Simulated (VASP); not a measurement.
Wanted: the native input for a VASP 6.6.1 run.

* Task: single point
* Functional: r2SCAN
* Potentials or basis: VASP PAW PBE potentials, release 64 (Mg, S)
* Cutoff: 520 eV
* k mesh: 8 × 8 × 8
* Occupations: fermi-dirac, width 0.02 eV
* Spin: no spin polarisation
* Dipole correction: no
* Further INCAR settings: ALGO = Normal; EDIFF = 1e-06; NBANDS = 11

The system is MgS.

```
Mg S
1.0
     0.00000    2.60152    2.60152
     2.60152    0.00000    2.60152
     2.60152    2.60152    0.00000
Mg S
1 1
Direct
  0.00000 0.00000 0.00000
  0.50000 0.50000 0.50000
```

The input as run:

POSCAR

```
MgS
1.0
    0.0000000000      2.6015179362      2.6015179362
    2.6015179362      0.0000000000      2.6015179362
    2.6015179362      2.6015179362      0.0000000000
Mg S
1 1
Direct
    0.0000000000      0.0000000000      0.0000000000
    0.5000000000      0.5000000000      0.5000000000
```

INCAR.step1

```
  PREC = Accurate
  ENCUT = 520
  ISMEAR = -1
  SIGMA = 0.02
  LREAL = F
  LASPH = T
  NELM = 100
  NBANDS = 11
  GGA = PE
  ALGO = Normal
  EDIFF = 1E-4
  LWAVE = T
  LCHARG = F
```

INCAR.step2

```
  PREC = Accurate
  ENCUT = 520
  EDIFF = 1E-6
  ISMEAR = -1
  SIGMA = 0.02
  LREAL = F
  LASPH = T
  NELM = 100
  ALGO = Normal
  ISIF = 2
  LWAVE = F
  LCHARG = F
  METAGGA = R2SCAN
  LMIXTAU = T
  NBANDS = 11
  ISTART = 1
```

KPOINTS

```
regular mesh
0
Gamma
  8 8 8
```

Potentials or basis: VASP PAW PBE potentials, release 64 (Mg, S).

Run with:

```sh
$ cat potpaw_PBE.64/Mg/POTCAR potpaw_PBE.64/S/POTCAR > POTCAR
$ cp INCAR.step1 INCAR
$ mpirun -np 1 vasp_std > vasp.out
$ cp INCAR.step2 INCAR
$ mpirun -np 1 vasp_std > vasp.out
```

Results of the run:

- Pressure: -0.5 GPa
- Band gap on the k mesh: 3.43 eV (least direct gap 4.62 eV)

Caveat: the PAW data sets were made with another functional, which shifts forces and pressure a little.

Wall time 37 s on 1 thread of Intel(R) Xeon(R) 6975P-C (Granite Rapids) (shared host), peak memory 0.16 GiB.
